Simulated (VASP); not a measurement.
# La (Fm-3m) in VASP: a series of runs

Runs on La. Level: PBE. Tasks: relaxation of cell and atoms, single point.

Program: VASP 6.6.1. These are calculated values, not measurements. Logs are shortened: lines on timing, memory, paths and dates and some standing lists are left out, and cuts for length are marked.

### Step 1. The cell of the first run

It takes space group Fm-3m (No. 225, cubic). Conventional cell: a = 5.309 Å, b = 5.309 Å, c = 5.309 Å, α = 90.00°, β = 90.00°, γ = 90.00°. Within 4.9 Å of La (site symmetry m-3m) lie 12 La at 3.75 Å.

This isn't the form of La at room conditions, which is double hcp.

### Step 2. Relaxation of cell and atoms, PBE, collinear spin

The input, INCAR:

```
SYSTEM = La
PREC = Accurate
ENCUT = 600
EDIFF = 1E-6
ISMEAR = -1
SIGMA = 0.05
LREAL = .False.
LASPH = .True.
NELM = 150
ALGO = Normal
ISIF = 3
LWAVE = .False.
LCHARG = .False.
ISPIN = 2
MAGMOM = 1
LORBIT = 11
LMAXMIX = 6
GGA = PE
IBRION = 2
NSW = 80
EDIFFG = -0.01
```

The input, KPOINTS:

```
Automatic mesh
0
Gamma
  10 10 10
  0 0 0
```

The input, POSCAR:

```
La
1.0
    0.0000000000      2.6546496237      2.6546496237
    2.6546496237      0.0000000000      2.6546496237
    2.6546496237      2.6546496237      0.0000000000
La
1
Direct
    0.0000000000      0.0000000000      0.0000000000
```

Potentials or basis: VASP PAW PBE potentials, release 64 (La).

Command:

```bash
cat potpaw_PBE.64/La/POTCAR > POTCAR
mpirun -np 1 vasp_std > vasp.out
```

OUTCAR:

```text
SYSTEM = La
   PREC = Accurate
   ENCUT = 600
   EDIFF = 1E-6
   ISMEAR = -1
   LREAL = .False.
   LASPH = .True.
   NELM = 150
   ISIF = 3
   ISPIN = 2
   LORBIT = 11
   GGA = PE
   IBRION = 2
   NSW = 80
   EDIFFG = -0.01

 ion  position               nearest neighbor table
   1  0.000  0.000  0.000-

  LATTYP: Found a face centered cubic cell.
 ALAT       =     5.3092992474

  Lattice vectors:

 A1 = (   0.0000000000,   2.6546496237,   2.6546496237)
 A2 = (   2.6546496237,   0.0000000000,   2.6546496237)
 A3 = (   2.6546496237,   2.6546496237,   0.0000000000)

Analysis of symmetry for initial positions (statically):
=====================================================================
 Subroutine PRICEL returns:
 Original cell was already a primitive cell.

 Routine SETGRP: Setting up the symmetry group for a
 face centered cubic supercell.

 Subroutine GETGRP returns: Found 48 space group operations
 (whereof 48 operations were pure point group operations)
 out of a pool of 48 trial point group operations.

The static configuration has the point symmetry O_h .

Analysis of symmetry for dynamics (positions and initial velocities):
=====================================================================
 Subroutine PRICEL returns:
 Original cell was already a primitive cell.

 Routine SETGRP: Setting up the symmetry group for a
 face centered cubic supercell.

 Subroutine GETGRP returns: Found 48 space group operations
 (whereof 48 operations were pure point group operations)
 out of a pool of 48 trial point group operations.

The dynamic configuration has the point symmetry O_h .

Analysis of structural, dynamic, and magnetic symmetry:
=====================================================================
 Subroutine PRICEL returns:
 Original cell was already a primitive cell.

 Routine SETGRP: Setting up the symmetry group for a
 face centered cubic supercell.

 Subroutine GETGRP returns: Found 48 space group operations
 (whereof 48 operations were pure point group operations)
 out of a pool of 48 trial point group operations.

The overall configuration has the point symmetry O_h .

 Subroutine INISYM returns: Found 48 space group operations
 (whereof 48 operations are pure point group operations),
 and found     1 'primitive' translations

----------------------------------------------------------------------------------------

                                     Primitive cell

  volume of cell :      37.4155

  direct lattice vectors                    reciprocal lattice vectors
     0.000000000  2.654649624  2.654649624    -0.188348773  0.188348773  0.188348773
     2.654649624  0.000000000  2.654649624     0.188348773 -0.188348773  0.188348773
     2.654649624  2.654649624  0.000000000     0.188348773  0.188348773 -0.188348773

  length of vectors
     3.754241501  3.754241501  3.754241501     0.326229645  0.326229645  0.326229645

  position of ions in fractional coordinates (direct lattice)
     0.000000000  0.000000000  0.000000000

  ion indices of the primitive-cell ions
   primitive index   ion index
                 1           1

----------------------------------------------------------------------------------------

 KPOINTS: Automatic mesh

Automatic generation of k-mesh.
 Grid dimensions read from file:
 generate k-points for:   10   10   10

 Generating k-lattice:

  Cartesian coordinates                     Fractional coordinates (reciprocal lattice)
    -0.018834877  0.018834877  0.018834877     0.100000000  0.000000000  0.000000000
     0.018834877 -0.018834877  0.018834877     0.000000000  0.100000000  0.000000000
     0.018834877  0.018834877 -0.018834877     0.000000000  0.000000000  0.100000000

  Length of vectors
     0.032622964  0.032622964  0.032622964

  Shift w.r.t. Gamma in fractional coordinates (k-lattice)
     0.000000000  0.000000000  0.000000000

 Subroutine IBZKPT returns following result:
 ===========================================

 Found     47 irreducible k-points:

 Following reciprocal coordinates:
            Coordinates               Weight
  0.000000  0.000000  0.000000      1.000000
  0.100000  0.000000  0.000000      8.000000
  0.200000  0.000000  0.000000      8.000000
  0.300000  0.000000  0.000000      8.000000
  0.400000  0.000000  0.000000      8.000000
  0.500000  0.000000  0.000000      4.000000
[... 16 lines left out ...]
  0.300000  0.300000  0.000000      6.000000
  0.400000  0.300000  0.000000     24.000000
 [... further k-points ...]
   k-points           NKPTS =     47   k-points in BZ     NKDIM =     47   number of bands    NBANDS=     10
   number of dos      NEDOS =    301   number of ions     NIONS =      1
   total plane-waves  NPLWV =  27000
   dimension x,y,z NGX =    30 NGY =   30 NGZ =   30
   dimension x,y,z NGXF=    60 NGYF=   60 NGZF=   60
   ions per type =               1
   NGX,Y,Z   is equivalent  to a cutoff of  13.28, 13.28, 13.28 a.u.
   NGXF,Y,Z  is equivalent  to a cutoff of  26.57, 26.57, 26.57 a.u.
 SYSTEM =  La
   PREC   = accura    normal or accurate (medium, high low for compatibility)
   ISTART =      0    job   : 0-new  1-cont  2-samecut
   ICHARG =      2    charge: 1-file 2-atom 10-const
   ISPIN  =      2    spin polarized calculation?
   LNONCOLLINEAR =      F non collinear calculations
   LSORBIT =      F    spin-orbit coupling
   LASPH  =      T    aspherical Exc in radial PAW
   ENCUT  =  600.0 eV  44.10 Ry    6.64 a.u.   7.50  7.50  7.50*2*pi/ulx,y,z
   NELM   =    150;   NELMIN=  2; NELMDL= -5     # of ELM steps
   EDIFF  = 0.1E-05   stopping-criterion for ELM
   LREAL  =      F    real-space projection
   EDIFFG = -.1E-01   stopping-criterion for IOM
   NSW    =     80    number of steps for IOM
   IBRION =      2    ionic relax: 0-MD 1-quasi-New 2-CG
   NFREE  =      1    steps in history (QN), initial steepest desc. (CG)
   ISIF   =      3    stress and relaxation
   ISYM   =      2    0-nonsym 1-usesym 2-fastsym
   POTIM  = 0.5000    time-step for ionic-motion
   TEBEG  =    0.0;   TEEND  =   0.0 temperature during run
   PSTRESS=    0.0 pullay stress
   NELECT =      11.0000    total number of electrons
   NUPDOWN=      -1.0000    fix difference up-down
   EMIN   =  10.00;   EMAX   =-10.00  energy-range for DOS
   EFERMI =   0.00;   METHOD = LEGACY
   ISMEAR =    -1;   SIGMA  =   0.05  broadening in eV -4-tet -1-fermi 0-gaus
   EFERMI_NEDOS =   21; number of points for ismear=-14 and -15
   IALGO  =     38    algorithm
   IMIX   =      4    mixing-type and parameters
     AMIX     =   0.40;   BMIX     =  1.00
     AMIX_MAG =   1.60;   BMIX_MAG =  1.00
  volume/ion in A,a.u.               =      37.42       252.49
  Fermi-wavevector in a.u.,A,eV,Ry     =   1.088567  2.057093 16.122608  1.184978
  Thomas-Fermi vector in A             =   2.224751
   LORBIT       =     11    0 simple, 1 ext, 2 COOP (PROOUT), +10 PAW based schemes
   GGA     = PE    functional components
   LHFCALC =     F    Hartree Fock is set to
   AEXX    =    0.0000 exact exchange contribution
   IVDW    =     0    specifies the selected vdW correction
   LEPSILON=     F    determine dielectric tensor
   LRPA    =     F    only Hartree local field effects (RPA)
 conjugate gradient relaxation of ions
 spin polarized calculation
  energy-cutoff  :      600.00
  volume of cell :       37.42
 maximum number of plane-waves:      1267
 NGX is ok and might be reduce to    30
   NGX = 15   NGY = 15   NGZ = 15

 number of electron      11.0000000 magnetization       0.0073674

 number of electron      11.0000000 magnetization      -0.0003277

 Free energy of the ion-electron system (eV)
  ---------------------------------------------------
  ext. energy  EPLUGINS =         0.00000000
  ---------------------------------------------------
  free energy    TOTEN  =        -4.88458414 eV

  energy without entropy =       -4.86630142  energy(sigma->0) =       -4.87544278

 E-fermi :   7.7921     XC(G=0):  -9.5308

 val. band max:        7.7919221354   @ k =   0.3000   0.2000   0.1000
 cond. band min:       7.7922762219   @ k =   0.3000   0.2000   0.1000
 fundamental gap:      0.0003540865
 Fermi energy:         7.7921007728

 spin component 1

 k-point     1 :       0.0000    0.0000    0.0000
  band No.  band energies     occupation
      1     -25.0817      1.00000
      2      -8.0894      1.00000
      3      -8.0894      1.00000
      4      -8.0894      1.00000
      5       4.6096      1.00000
      6       9.0920      0.00000
      7       9.2768      0.00000
      8       9.2768      0.00000
      9       9.2772      0.00000
     10       9.5797      0.00000
[... 287 lines left out ...]
 k-point    24 :       0.4000    0.3000    0.0000
  band No.  band energies     occupation
      1     -24.8799      1.00000
      2      -9.1284      1.00000
      3      -8.5097      1.00000
      4      -8.4622      1.00000
      5       6.4042      1.00000
      6       6.9183      1.00000
      7       9.1174      0.00000
      8       9.6194      0.00000
      9       9.6770      0.00000
     10       9.7233      0.00000

 [... further k-points ...]

 spin component 2

 k-point     1 :       0.0000    0.0000    0.0000
  band No.  band energies     occupation
      1     -25.0817      1.00000
      2      -8.0896      1.00000
      3      -8.0896      1.00000
      4      -8.0896      1.00000
      5       4.6094      1.00000
      6       9.0917      0.00000
      7       9.2766      0.00000
      8       9.2766      0.00000
      9       9.2766      0.00000
     10       9.5796      0.00000
[... 287 lines left out ...]
 k-point    24 :       0.4000    0.3000    0.0000
  band No.  band energies     occupation
      1     -24.8799      1.00000
      2      -9.1286      1.00000
      3      -8.5099      1.00000
      4      -8.4624      1.00000
      5       6.4041      1.00000
      6       6.9179      1.00000
      7       9.1172      0.00000
      8       9.6192      0.00000
      9       9.6769      0.00000
     10       9.7224      0.00000

 [... further k-points ...]
[... 5 lines left out ...]
  --------------------------------------------------------------------------------------
  -------------------------------------------------------------------------------------
  Total       -0.0005282     -0.0005282     -0.0005282      0.0000000      0.0000000     -0.0000000
  in kB       -0.0226179     -0.0226179     -0.0226179      0.0000000      0.0000000     -0.0000000
  external PRESSURE =      -0.0226179 kB  Pullay stress =       0.0000000 kB

 VOLUME and BASIS-vectors are now :
 -----------------------------------------------------------------------------
  energy-cutoff  :      600.00
  volume of cell :       37.42
      direct lattice vectors                 reciprocal lattice vectors
     0.000000000  2.654649624  2.654649624    -0.188348773  0.188348773  0.188348773
     2.654649624  0.000000000  2.654649624     0.188348773 -0.188348773  0.188348773
     2.654649624  2.654649624  0.000000000     0.188348773  0.188348773 -0.188348773

 POSITION                                       TOTAL-FORCE (eV/Angst)
 -----------------------------------------------------------------------------------
      0.00000      0.00000      0.00000         0.000000      0.000000      0.000000
 -----------------------------------------------------------------------------------
    total drift:                               -0.000000     -0.000000      0.000000

  FREE ENERGIE OF THE ION-ELECTRON SYSTEM (eV)
  ---------------------------------------------------
  free  energy   TOTEN  =        -4.8845841351 eV

  energy  without entropy=       -4.8663014181  energy(sigma->0) =       -4.87544278

 reached required accuracy - stopping structural energy minimisation

 total charge

# of ion       s       p       d       f       tot
--------------------------------------------------
    1        2.067   5.557   0.884   0.081   8.588

 magnetization (x)

# of ion       s       p       d       f       tot
--------------------------------------------------
    1        0.000  -0.000  -0.000  -0.000  -0.000
```

Wall time 28 s (1 thread of Intel Xeon 6975P-C (Granite Rapids), shared host); peak memory 0.22 GiB.

What came out:

```yaml
Free_energy: -4.8846 eV
Pressure_after_relaxing: 0.0 GPa
Net_moment: 0.00 μB per cell
Valence_electrons_inside_the_program's_atomic_spheres: La 8.59
```

Final structure:
```cif
data_structure
_symmetry_space_group_name_H-M 'P 1'
_symmetry_Int_Tables_number 1
_cell_length_a 3.7542
_cell_length_b 3.7542
_cell_length_c 3.7542
_cell_angle_alpha 60.000
_cell_angle_beta 60.000
_cell_angle_gamma 60.000
_cell_volume 37.42
loop_
_atom_site_label
_atom_site_type_symbol
_atom_site_fract_x
_atom_site_fract_y
_atom_site_fract_z
_atom_site_occupancy
La1 La 0.00000 0.00000 0.00000 1
```

Caveat: the relaxation stopped at its first step, so nothing moved; spin-orbit coupling is left out, which moves the levels of the heavy elements.

### Step 3. Single point, PBE, collinear spin

The input, INCAR:

```
SYSTEM = La
PREC = Accurate
ENCUT = 520
EDIFF = 1E-6
ISMEAR = -1
SIGMA = 0.05
LREAL = .FALSE.
LASPH = .TRUE.
NELM = 150
ALGO = Normal
ISIF = 2
LWAVE = .FALSE.
LCHARG = .FALSE.
ISPIN = 2
MAGMOM = 1
LORBIT = 11
LMAXMIX = 6
GGA = PE
NBANDS = 16
```

The input, KPOINTS:

```
Automatic mesh
0
G
  17 17 17
  0 0 0
```

The input, POSCAR:

```
La
1.0
    0.0000000000      2.6529044037      2.6529044037
    2.6529044037      0.0000000000      2.6529044037
    2.6529044037      2.6529044037      0.0000000000
La
1
Direct
    0.0000000000      0.0000000000      0.0000000000
```

Potentials or basis: VASP PAW PBE potentials, release 64 (La).

Command:

```bash
cat potpaw_PBE.64/La/POTCAR > POTCAR
mpirun -np 1 vasp_std > vasp.out
```

It took 83 s on 1 thread of Intel Xeon 6975P-C (Granite Rapids), shared host; peak memory 0.3 GiB.

It converged, with:

```yaml
Free_energy: -4.8878 eV
Pressure: -0.3 GPa
Net_moment: 0.00 μB per cell
Valence_electrons_inside_the_program's_atomic_spheres: La 8.59
```

Levels at points of the mesh, in eV from the Fermi level:
Spin up:
| k point | band 2 | band 3 | band 4 | band 5 | band 6 | band 7 | band 8 | band 9 |
| --- | --- | --- | --- | --- | --- | --- | --- | --- |
| (0.00, 0.00, 0.00) | -15.87 | -15.87 | -15.87 | -3.17 | 1.31 | 1.49 | 1.49 | 1.49 |
Spin down:
```
           k point  band 1  band 2  band 3  band 4  band 5  band 6  band 7  band 8  band 9  band 10
(0.00, 0.00, 0.00)  -32.86  -15.87  -15.87  -15.87   -3.17    1.31    1.49    1.49    1.49     1.80
```

Caveat: spin-orbit coupling is left out, which moves the levels of the heavy elements.

### Step 4. Single point, PBE, collinear spin (38.84 Å³/atom)

This run uses another cell than the first one, of 38.84 Å³/atom.

The input, INCAR:

```
PREC = Accurate ; ENCUT = 520
EDIFF = 1E-6 ; ISMEAR = -1
SIGMA = 0.05 ; LREAL = F
LASPH = T ; NELM = 150
ALGO = Normal ; ISIF = 2
LWAVE = F ; LCHARG = F
ISPIN = 2 ; MAGMOM = 1
LORBIT = 11 ; LMAXMIX = 6
GGA = PE ; NBANDS = 16
```

The input, KPOINTS:

```
regular mesh
0
Gamma
  17 17 17
```

The input, POSCAR:

```
La
1.0
    0.0000000000      2.6878150441      2.6878150441
    2.6878150441      0.0000000000      2.6878150441
    2.6878150441      2.6878150441      0.0000000000
La
1
Direct
    0.0000000000      0.0000000000      0.0000000000
```

Command:

```bash
cat potpaw_PBE.64/La/POTCAR > POTCAR
mpirun -np 1 vasp_std > vasp.out
```

It took 82 s on 1 thread of Intel Xeon 6975P-C (Granite Rapids), shared host; peak memory 0.31 GiB.

The run converged. Its results:

| Property | Result |
| --- | --- |
| Free energy | -4.8814 eV |
| Pressure | -1.1 GPa |
| Net moment | 0.00 μB per cell |
| Valence electrons inside the program's atomic spheres | La 8.56 |

Levels at points of the mesh, in eV from the Fermi level:
Spin up:
```
           k point  band 3  band 4  band 5  band 6  band 7  band 8
(0.00, 0.00, 0.00)  -15.99  -15.99   -3.19    1.28    1.47    1.47
```
Spin down:
| k point | band 3 | band 4 | band 5 | band 6 | band 7 | band 8 |
| --- | --- | --- | --- | --- | --- | --- |
| (0.00, 0.00, 0.00) | -15.99 | -15.99 | -3.19 | 1.28 | 1.47 | 1.47 |

Caveat: spin-orbit coupling is left out, which moves the levels of the heavy elements.

### Step 5. Single point, PBE, collinear spin (40.33 Å³/atom)

This run uses another cell than the first one, of 40.33 Å³/atom.

INCAR is that of step 4.

The input, KPOINTS:

```
Automatic mesh
0
Gamma
  17 17 17
```

The input, POSCAR:

```
La
1.0
    0.0000000000      2.7218416315      2.7218416315
    2.7218416315      0.0000000000      2.7218416315
    2.7218416315      2.7218416315      0.0000000000
La
1
Direct
    0.0000000000      0.0000000000      0.0000000000
```

Command:

```bash
cat potpaw_PBE.64/La/POTCAR > POTCAR
mpirun -np 1 vasp_std > vasp.out
```

Run time: 1.8 min. Hardware: 1 thread of Intel Xeon 6975P-C (Granite Rapids), shared host; peak memory 0.32 GiB.

It converged, with:

- Free energy: -4.8674 eV
- Pressure: -1.9 GPa
- Net moment: 0.00 μB per cell
- Valence electrons inside the program's atomic spheres: La 8.53

Levels at points of the mesh, in eV from the Fermi level:
Spin up:
| k point | band 2 | band 3 | band 4 | band 5 | band 6 | band 7 | band 8 | band 9 |
| --- | --- | --- | --- | --- | --- | --- | --- | --- |
| (0.00, 0.00, 0.00) | -16.11 | -16.11 | -16.11 | -3.20 | 1.24 | 1.44 | 1.44 | 1.44 |
Spin down:
| k point | band 2 | band 3 | band 4 | band 5 | band 6 | band 7 | band 8 | band 9 |
| --- | --- | --- | --- | --- | --- | --- | --- | --- |
| (0.00, 0.00, 0.00) | -16.11 | -16.11 | -16.11 | -3.20 | 1.24 | 1.44 | 1.44 | 1.44 |

Caveat: spin-orbit coupling is left out, which moves the levels of the heavy elements.

### Step 6. The runs side by side

| task | cell | k mesh | cutoff (eV) | gap on the mesh (eV) | pressure (GPa) | moment (μB) |
| --- | --- | --- | --- | --- | --- | --- |
| relaxation of cell and atoms | relaxed from a = 3.754 Å, angles 60.0°, 1 atom | 10 × 10 × 10 | 600 | none | 0.0 | 0.00 |
| single point | a = 3.752 Å, angles 60.0°, 1 atom | 17 × 17 × 17 | 520 | none | -0.3 | 0.00 |
| single point | a = 3.801 Å, angles 60.0°, 1 atom | 17 × 17 × 17 | 520 | none | -1.1 | 0.00 |
| single point | a = 3.849 Å, angles 60.0°, 1 atom | 17 × 17 × 17 | 520 | none | -1.9 | 0.00 |

Alike in all rows: level PBE; potentials or basis VASP PAW PBE potentials, release 64 (La); spin collinear; smearing fermi-dirac 0.05 eV.

Caveats: spin-orbit coupling is left out, which moves the levels of the heavy elements; the relaxation stopped at its first step, so nothing moved (at least some runs).

Absolute energies hang on the potentials; compare differences alone.
